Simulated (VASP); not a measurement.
Write the native input for VASP 6.6.1 that does the following.

```yaml
Task: single point
Functional: PBE
Potentials_or_basis: VASP PAW PBE potentials, release 64 (Sc_sv, B_h, N_h)
Cutoff: 910 eV
k_mesh: 6 × 6 × 2
Occupations: gaussian, width 0.1 eV
Spin: no spin polarisation
Dipole_correction: no
Second_run: hard_potentials
Further_INCAR_settings: ALGO = Normal; EDIFF = 1e-06; NBANDS = 25
```

The structure of ScB2N3 lies in POSCAR:

```
ScB2N3
1.0
    2.7449904487      0.0000000027      0.0000000000
   -1.3724952267      2.3772314604      0.0000000000
    0.0000000000      0.0000000000      6.7753392502
Sc B N
1 2 3
Direct
    0.0000000000      0.0000000000      0.0000000000
    0.3333333333      0.6666666667      0.6594984909
    0.6666666667      0.3333333333      0.3405015091
    0.3333333333      0.6666666667      0.2133038282
    0.0000000000      0.0000000000      0.5000000000
    0.6666666667      0.3333333333      0.7866961718
```

These files were run (other wordings do the same):

INCAR

```
SYSTEM = ScB2N3
PREC     = Accurate       ! precision mode
ENCUT    = 910            ! plane-wave cutoff, eV
EDIFF    = 1E-6           ! SCF threshold, eV
ISMEAR   = 0              ! smearing method
SIGMA    = 0.1            ! smearing width, eV
LREAL    = .False.        ! projectors in reciprocal space
LASPH    = .True.         ! aspherical terms in the spheres
NELM     = 120            ! most SCF steps
ALGO     = Normal         ! electronic algorithm
ISIF     = 2              ! what is computed and relaxed
LWAVE    = .False.        ! write WAVECAR
LCHARG   = .False.        ! write CHGCAR
GGA      = PE             ! functional
NBANDS   = 25             ! bands
GGA_COMPAT= .False.
```

KPOINTS

```
Automatic mesh
0
Gamma
  6 6 2
  0 0 0
```

Potentials or basis: VASP PAW PBE potentials, release 64 (Sc_sv, B_h, N_h).

The run is started by

```console
$ cat potpaw_PBE.64/Sc_sv/POTCAR potpaw_PBE.64/B_h/POTCAR potpaw_PBE.64/N_h/POTCAR > POTCAR
$ mpirun -np 1 vasp_std > vasp.out
```

Results of the run:

```json
{"Pressure": "0.6 GPa", "Largest force": "0.103 eV/Å", "Band gap on the k mesh": "zero (band 16 reaches 9.33 eV, above the bottom of band 17 at 8.83 eV)"}
```

Caveat: the k points lie up to 0.46 Å⁻¹ apart; the cutoff is under 1.25 times the usual one of these potentials, so pressure, stress and relaxed cells hold a basis-set (Pulay) error.

Wall time 50 s on 1 thread of Intel(R) Xeon(R) Platinum 8488C (Sapphire Rapids) (shared host), peak memory 0.23 GiB.
